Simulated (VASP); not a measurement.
# ZnS (rocksalt type) (Fm-3m) in VASP: notebook

ZnS (rocksalt type) is run at these levels: PBE; tasks: electric field gradients.

Everything below comes from runs of VASP 6.6.1. Logs are shortened: lines on timing, memory, paths and dates and some standing lists are left out, and cuts for length are marked.

## 1. The cell of the first run

The structure is cubic, space group Fm-3m (No. 225). The conventional cell has a = 5.103 Å, b = 5.103 Å, c = 5.103 Å, α = 90.00°, β = 90.00°, γ = 90.00°. Zn (site symmetry m-3m) has 6 S at 2.55 Å within 3.4 Å. Within 3.4 Å of S (site symmetry m-3m) lie 6 Zn at 2.55 Å.

## 2. Electric field gradients, PBE

INCAR reads:

```
ALGO = Normal
EDIFF = 1E-8
ENCUT = 520
GGA = PE
ISIF = 2
ISMEAR = -1
LASPH = True
LCHARG = False
LEFG = True
LREAL = False
LWAVE = False
NBANDS = 16
NELM = 100
PREC = Accurate
SIGMA = 0.05
```

KPOINTS reads:

```
k-points
0
Gamma
  15 15 15
```

POSCAR reads:

```
ZnS
1.0
    0.0000000000      2.5517285525      2.5517285525
    2.5517285525      0.0000000000      2.5517285525
    2.5517285525      2.5517285525      0.0000000000
Zn S
1 1
Direct
    0.0000000000      0.0000000000      0.0000000000
    0.5000000000      0.5000000000      0.5000000000
```

Potentials or basis: VASP PAW PBE potentials, release 64 (Zn, S).

On the command line:

```bash
> cat potpaw_PBE.64/Zn/POTCAR potpaw_PBE.64/S/POTCAR > POTCAR
> mpirun -np 1 vasp_std > vasp.out
```

OUTCAR:

```text
EDIFF = 1E-8
   ENCUT = 520
   GGA = PE
   ISIF = 2
   ISMEAR = -1
   LASPH = True
   LREAL = False
   NELM = 100
   PREC = Accurate

 ion  position               nearest neighbor table
   1  0.000  0.000  0.000-   2 2.55   2 2.55   2 2.55   2 2.55   2 2.55   2 2.55
   2  0.500  0.500  0.500-   1 2.55   1 2.55   1 2.55   1 2.55   1 2.55   1 2.55

  LATTYP: Found a face centered cubic cell.
 ALAT       =     5.1034571050

  Lattice vectors:

 A1 = (   0.0000000000,   2.5517285525,   2.5517285525)
 A2 = (   2.5517285525,   0.0000000000,   2.5517285525)
 A3 = (   2.5517285525,   2.5517285525,   0.0000000000)

Analysis of symmetry for initial positions (statically):
=====================================================================
 Subroutine PRICEL returns:
 Original cell was already a primitive cell.

 Routine SETGRP: Setting up the symmetry group for a
 face centered cubic supercell.

 Subroutine GETGRP returns: Found 48 space group operations
 (whereof 48 operations were pure point group operations)
 out of a pool of 48 trial point group operations.

The static configuration has the point symmetry O_h .

Analysis of symmetry for dynamics (positions and initial velocities):
=====================================================================
 Subroutine PRICEL returns:
 Original cell was already a primitive cell.

 Routine SETGRP: Setting up the symmetry group for a
 face centered cubic supercell.

 Subroutine GETGRP returns: Found 48 space group operations
 (whereof 48 operations were pure point group operations)
 out of a pool of 48 trial point group operations.

The dynamic configuration has the point symmetry O_h .

 Subroutine INISYM returns: Found 48 space group operations
 (whereof 48 operations are pure point group operations),
 and found     1 'primitive' translations

----------------------------------------------------------------------------------------

                                     Primitive cell

  volume of cell :      33.2302

  direct lattice vectors                    reciprocal lattice vectors
     0.000000000  2.551728553  2.551728553    -0.195945607  0.195945607  0.195945607
[... 124 lines left out ...]

 Free energy of the ion-electron system (eV)
  ---------------------------------------------------
  ext. energy  EPLUGINS =         0.00000000
  ---------------------------------------------------
  free energy    TOTEN  =        -6.21581210 eV

  energy without entropy =       -6.21374072  energy(sigma->0) =       -6.21477641

 E-fermi :   3.8729     XC(G=0): -10.7871

 val. band max:        3.8155553117   @ k =  -0.4667   0.4667   0.0000
 cond. band min:       4.0222543101   @ k =   0.4667   0.4000   0.0000
 fundamental gap:      0.2066989984
 Fermi energy:         3.8728854766

 k-point     1 :       0.0000    0.0000    0.0000
  band No.  band energies     occupation
      1      -9.9600      2.00000
      2      -2.4598      2.00000
      3      -2.4598      2.00000
      4      -2.4455      2.00000
      5      -2.4455      2.00000
      6      -2.4455      2.00000
[... 433 lines left out ...]
      3      -2.4859      2.00000
      4      -2.4706      2.00000
      5      -2.4126      2.00000
      6      -2.3953      2.00000
[... 8 lines left out ...]
     15      15.8623      0.00000
     16      16.7720      0.00000

 [... further k-points ...]

------------------------ aborting loop because EDIFF is reached ----------------------------------------

  FORCE on cell =-STRESS in cart. coord.  units (eV):
  Direction    XX          YY          ZZ          XY          YZ          ZX
  --------------------------------------------------------------------------------------
  -------------------------------------------------------------------------------------
  Total        0.0318300      0.0318300      0.0318300     -0.0000000      0.0000000     -0.0000000
  in kB        1.5346637      1.5346637      1.5346637     -0.0000000      0.0000000     -0.0000000
  external PRESSURE =       1.5346637 kB  Pullay stress =       0.0000000 kB

 VOLUME and BASIS-vectors are now :
 -----------------------------------------------------------------------------
  energy-cutoff  :      520.00
  volume of cell :       33.23
      direct lattice vectors                 reciprocal lattice vectors
     0.000000000  2.551728553  2.551728553    -0.195945607  0.195945607  0.195945607
     2.551728553  0.000000000  2.551728553     0.195945607 -0.195945607  0.195945607
     2.551728553  2.551728553  0.000000000     0.195945607  0.195945607 -0.195945607

 POSITION                                       TOTAL-FORCE (eV/Angst)
 -----------------------------------------------------------------------------------
      0.00000      0.00000      0.00000         0.000000      0.000000     -0.000000
      2.55173      2.55173      2.55173        -0.000000     -0.000000      0.000000
 -----------------------------------------------------------------------------------
    total drift:                               -0.000000      0.000000      0.000000

  FREE ENERGIE OF THE ION-ELECTRON SYSTEM (eV)
  ---------------------------------------------------
  free  energy   TOTEN  =        -6.2158120997 eV

  energy  without entropy=       -6.2137407237  energy(sigma->0) =       -6.21477641

 Electric field gradients (V/A^2)
---------------------------------------------------------------------
 ion       V_xx      V_yy      V_zz      V_xy      V_xz      V_yz
---------------------------------------------------------------------
   1       0.000    -0.000    -0.000     0.004     0.004     0.004
   2      -0.000    -0.000    -0.000    -0.000    -0.000    -0.000
---------------------------------------------------------------------

 Electric field gradients after diagonalization (V/A^2)
 (convention: |V_zz| > |V_xx| > |V_yy|)
----------------------------------------------------------------------
 ion       V_xx      V_yy      V_zz     asymmetry (V_yy - V_xx)/ V_zz
----------------------------------------------------------------------
   1      -0.004    -0.004     0.009       0.000
   2       0.000     0.000    -0.000       0.000
----------------------------------------------------------------------

           NMR quadrupolar parameters

 Cq : quadrupolar parameter    Cq=e*Q*V_zz/h
 eta: asymmetry parameters     (V_yy - V_xx)/ V_zz
 Q  : nuclear electric quadrupole moment in mb (millibarn)
----------------------------------------------------------------------
 ion       Cq(MHz)       eta       Q (mb)
----------------------------------------------------------------------
   1       0.000       0.000       1.000
   2      -0.000       0.000       1.000
----------------------------------------------------------------------
```

stdout:

```text
POSCAR found type information on POSCAR ZnS
 POSCAR found :  2 types and       2 ions
 scaLAPACK will be used
 LDA part: xc-table for (Slater+PW92), standard interpolation
 POSCAR, INCAR and KPOINTS ok, starting setup
 FFT: planning ... GRIDC
 FFT: planning ... GRID_SOFT
 FFT: planning ... GRID
 WAVECAR not read
 entering main loop
ion   1

ion   2
```

Wall time 41 s (1 thread of Intel Xeon 6975P-C (Granite Rapids), shared host); peak memory 0.19 GiB.

Results:

- Free energy: -6.2158 eV
- Pressure: 0.2 GPa
- Band gap on the k mesh: zero (band 9 reaches 3.80 eV, above the bottom of band 10 at 3.56 eV)

Caveat: without QUAD_EFG the Cq values of the log hold for a quadrupole moment of 1 mb, not for the nuclei.

## 3. Electric field gradients, PBE

INCAR reads:

```
SYSTEM = ZnS
  ALGO = Normal
  EDIFF = 1E-8
  ENCUT = 520
  GGA = PE
  ISIF = 2
  ISMEAR = -1
  LASPH = .True.
  LCHARG = .False.
  LEFG = .True.
  LREAL = .False.
  LWAVE = .False.
  NBANDS = 16
  NELM = 80
  PREC = Accurate
  SIGMA = 0.05
```

KPOINTS reads:

```
k-points
0
Gamma
  15 15 15
  0 0 0
```

POSCAR is that of step 2.

Potentials or basis: VASP PAW PBE potentials, release 64 (Zn, S).

On the command line:

```bash
> cat potpaw_PBE.64/Zn/POTCAR potpaw_PBE.64/S/POTCAR > POTCAR
> mpirun -np 1 vasp_std > vasp.out
```

OUTCAR:

```text
SYSTEM = ZnS
   EDIFF = 1E-8
   ENCUT = 520
   GGA = PE
   ISIF = 2
   ISMEAR = -1
   LASPH = .True.
   LREAL = .False.
   NELM = 80
   PREC = Accurate

 ion  position               nearest neighbor table
   1  0.000  0.000  0.000-   2 2.55   2 2.55   2 2.55   2 2.55   2 2.55   2 2.55
   2  0.500  0.500  0.500-   1 2.55   1 2.55   1 2.55   1 2.55   1 2.55   1 2.55

  LATTYP: Found a face centered cubic cell.
 ALAT       =     5.1034571050

  Lattice vectors:

 A1 = (   0.0000000000,   2.5517285525,   2.5517285525)
 A2 = (   2.5517285525,   0.0000000000,   2.5517285525)
 A3 = (   2.5517285525,   2.5517285525,   0.0000000000)

Analysis of symmetry for initial positions (statically):
=====================================================================
 Subroutine PRICEL returns:
 Original cell was already a primitive cell.

 Routine SETGRP: Setting up the symmetry group for a
 face centered cubic supercell.

 Subroutine GETGRP returns: Found 48 space group operations
 (whereof 48 operations were pure point group operations)
 out of a pool of 48 trial point group operations.

The static configuration has the point symmetry O_h .

Analysis of symmetry for dynamics (positions and initial velocities):
=====================================================================
 Subroutine PRICEL returns:
 Original cell was already a primitive cell.

 Routine SETGRP: Setting up the symmetry group for a
 face centered cubic supercell.

 Subroutine GETGRP returns: Found 48 space group operations
 (whereof 48 operations were pure point group operations)
 out of a pool of 48 trial point group operations.

The dynamic configuration has the point symmetry O_h .

 Subroutine INISYM returns: Found 48 space group operations
 (whereof 48 operations are pure point group operations),
 and found     1 'primitive' translations

----------------------------------------------------------------------------------------

                                     Primitive cell

  volume of cell :      33.2302

  direct lattice vectors                    reciprocal lattice vectors
     0.000000000  2.551728553  2.551728553    -0.195945607  0.195945607  0.195945607
     2.551728553  0.000000000  2.551728553     0.195945607 -0.195945607  0.195945607
     2.551728553  2.551728553  0.000000000     0.195945607  0.195945607 -0.195945607

  length of vectors
     3.608689126  3.608689126  3.608689126     0.339387747  0.339387747  0.339387747

  position of ions in fractional coordinates (direct lattice)
     0.000000000  0.000000000  0.000000000
     0.500000000  0.500000000  0.500000000

  ion indices of the primitive-cell ions
   primitive index   ion index
                 1           1
                 2           2

----------------------------------------------------------------------------------------

 KPOINTS: k-points

Automatic generation of k-mesh.
[... 71 lines left out ...]
   NFREE  =      0    steps in history (QN), initial steepest desc. (CG)
   ISIF   =      2    stress and relaxation
   ISYM   =      2    0-nonsym 1-usesym 2-fastsym
   POTIM  = 0.5000    time-step for ionic-motion
   TEBEG  =    0.0;   TEEND  =   0.0 temperature during run
   PSTRESS=    0.0 pullay stress
   NELECT =      18.0000    total number of electrons
   NUPDOWN=      -1.0000    fix difference up-down
   EMIN   =  10.00;   EMAX   =-10.00  energy-range for DOS
   EFERMI =   0.00;   METHOD = LEGACY
   ISMEAR =    -1;   SIGMA  =   0.05  broadening in eV -4-tet -1-fermi 0-gaus
   EFERMI_NEDOS =   21; number of points for ismear=-14 and -15
   IALGO  =     38    algorithm
   IMIX   =      4    mixing-type and parameters
     AMIX     =   0.40;   BMIX     =  1.00
     AMIX_MAG =   1.60;   BMIX_MAG =  1.00
  volume/ion in A,a.u.               =      16.62       112.12
  Fermi-wavevector in a.u.,A,eV,Ry     =   1.334508  2.521855 24.230775  1.780912
  Thomas-Fermi vector in A             =   2.463284
   LORBIT       =      0    0 simple, 1 ext, 2 COOP (PROOUT), +10 PAW based schemes
   GGA     = PE    functional components
   LHFCALC =     F    Hartree Fock is set to
   AEXX    =    0.0000 exact exchange contribution
   IVDW    =     0    specifies the selected vdW correction
   LEPSILON=     F    determine dielectric tensor
   LRPA    =     F    only Hartree local field effects (RPA)
 non-spin polarized calculation
  energy-cutoff  :      520.00
  volume of cell :       33.23
 maximum number of plane-waves:       914
   NGX = 13   NGY = 13   NGZ = 13

 number of electron      18.0000002 magnetization

 Free energy of the ion-electron system (eV)
  ---------------------------------------------------
  ext. energy  EPLUGINS =         0.00000000
  ---------------------------------------------------
  free energy    TOTEN  =        -6.21581210 eV

  energy without entropy =       -6.21374072  energy(sigma->0) =       -6.21477641

 E-fermi :   3.8729     XC(G=0): -10.7871

 val. band max:        3.8155553117   @ k =  -0.4667   0.4667   0.0000
 cond. band min:       4.0222543101   @ k =   0.4667   0.4000   0.0000
 fundamental gap:      0.2066989984
 Fermi energy:         3.8728854766

 k-point     1 :       0.0000    0.0000    0.0000
  band No.  band energies     occupation
      1      -9.9600      2.00000
      2      -2.4598      2.00000
      3      -2.4598      2.00000
      4      -2.4455      2.00000
      5      -2.4455      2.00000
      6      -2.4455      2.00000
[... 433 lines left out ...]
      3      -2.4859      2.00000
      4      -2.4706      2.00000
      5      -2.4126      2.00000
      6      -2.3953      2.00000
[... 8 lines left out ...]
     15      15.8623      0.00000
     16      16.7720      0.00000

 [... further k-points ...]

------------------------ aborting loop because EDIFF is reached ----------------------------------------

  FORCE on cell =-STRESS in cart. coord.  units (eV):
  Direction    XX          YY          ZZ          XY          YZ          ZX
  --------------------------------------------------------------------------------------
  -------------------------------------------------------------------------------------
  Total        0.0318300      0.0318300      0.0318300     -0.0000000      0.0000000     -0.0000000
  in kB        1.5346637      1.5346637      1.5346637     -0.0000000      0.0000000     -0.0000000
  external PRESSURE =       1.5346637 kB  Pullay stress =       0.0000000 kB

 VOLUME and BASIS-vectors are now :
 -----------------------------------------------------------------------------
  energy-cutoff  :      520.00
  volume of cell :       33.23
      direct lattice vectors                 reciprocal lattice vectors
     0.000000000  2.551728553  2.551728553    -0.195945607  0.195945607  0.195945607
     2.551728553  0.000000000  2.551728553     0.195945607 -0.195945607  0.195945607
     2.551728553  2.551728553  0.000000000     0.195945607  0.195945607 -0.195945607

 POSITION                                       TOTAL-FORCE (eV/Angst)
 -----------------------------------------------------------------------------------
      0.00000      0.00000      0.00000         0.000000      0.000000     -0.000000
      2.55173      2.55173      2.55173        -0.000000     -0.000000      0.000000
 -----------------------------------------------------------------------------------
    total drift:                               -0.000000      0.000000      0.000000

  FREE ENERGIE OF THE ION-ELECTRON SYSTEM (eV)
  ---------------------------------------------------
  free  energy   TOTEN  =        -6.2158120997 eV

  energy  without entropy=       -6.2137407237  energy(sigma->0) =       -6.21477641

 Electric field gradients (V/A^2)
---------------------------------------------------------------------
 ion       V_xx      V_yy      V_zz      V_xy      V_xz      V_yz
---------------------------------------------------------------------
   1       0.000    -0.000    -0.000     0.004     0.004     0.004
   2      -0.000    -0.000    -0.000    -0.000    -0.000    -0.000
---------------------------------------------------------------------

 Electric field gradients after diagonalization (V/A^2)
 (convention: |V_zz| > |V_xx| > |V_yy|)
----------------------------------------------------------------------
 ion       V_xx      V_yy      V_zz     asymmetry (V_yy - V_xx)/ V_zz
----------------------------------------------------------------------
   1      -0.004    -0.004     0.009       0.000
   2       0.000     0.000    -0.000       0.000
----------------------------------------------------------------------

           NMR quadrupolar parameters

 Cq : quadrupolar parameter    Cq=e*Q*V_zz/h
 eta: asymmetry parameters     (V_yy - V_xx)/ V_zz
 Q  : nuclear electric quadrupole moment in mb (millibarn)
----------------------------------------------------------------------
 ion       Cq(MHz)       eta       Q (mb)
----------------------------------------------------------------------
   1       0.000       0.000       1.000
   2      -0.000       0.000       1.000
----------------------------------------------------------------------
```

OSZICAR:

```text
N       E                     dE             d eps       ncg     rms          rms(c)
DAV:   1     0.872106295107E+02    0.87211E+02   -0.90529E+03  3864   0.143E+03
DAV:   2    -0.153380143165E+01   -0.88744E+02   -0.82752E+02  4392   0.265E+02
DAV:   3    -0.665167543536E+01   -0.51179E+01   -0.50941E+01  4848   0.612E+01
DAV:   4    -0.669700333892E+01   -0.45328E-01   -0.45320E-01  4552   0.585E+00
DAV:   5    -0.669743381509E+01   -0.43048E-03   -0.43047E-03  4912   0.580E-01    0.687E+00
DAV:   6    -0.624724285524E+01    0.45019E+00   -0.77252E-01  5480   0.281E+01    0.534E+00
DAV:   7    -0.621844559393E+01    0.28797E-01   -0.18293E-01  4640   0.406E+00    0.270E+00
DAV:   8    -0.621591931602E+01    0.25263E-02   -0.50310E-03  5200   0.909E-01    0.651E-01
DAV:   9    -0.621576147973E+01    0.15784E-03   -0.13031E-03  4872   0.305E-01    0.689E-02
DAV:  10    -0.621581267065E+01   -0.51191E-04   -0.93656E-05  4872   0.757E-02    0.202E-02
DAV:  11    -0.621581235464E+01    0.31601E-06   -0.79074E-06  5176   0.317E-02    0.527E-03
DAV:  12    -0.621581222348E+01    0.13116E-06   -0.11705E-06  4696   0.851E-03    0.295E-03
DAV:  13    -0.621581208987E+01    0.13361E-06   -0.81657E-08  4728   0.291E-03    0.723E-04
DAV:  14    -0.621581210124E+01   -0.11370E-07   -0.46542E-09  3160   0.128E-03    0.286E-04
DAV:  15    -0.621581209971E+01    0.15280E-08   -0.16345E-09  2376   0.307E-04
   1 F= -.62158121E+01 E0= -.62147764E+01  d E =-.207138E-02
```

Wall time 54 s (1 thread of Intel Xeon 6975P-C (Granite Rapids), shared host); peak memory 0.19 GiB.

What came out:

```yaml
Free_energy: -6.2158 eV
Pressure: 0.2 GPa
Band_gap_on_the_k_mesh: zero (band 9 reaches 3.80 eV, above the bottom of band 10 at 3.56 eV)
```

Caveat: without QUAD_EFG the Cq values of the log hold for a quadrupole moment of 1 mb, not for the nuclei.

(Continued in part 2 of 2.)
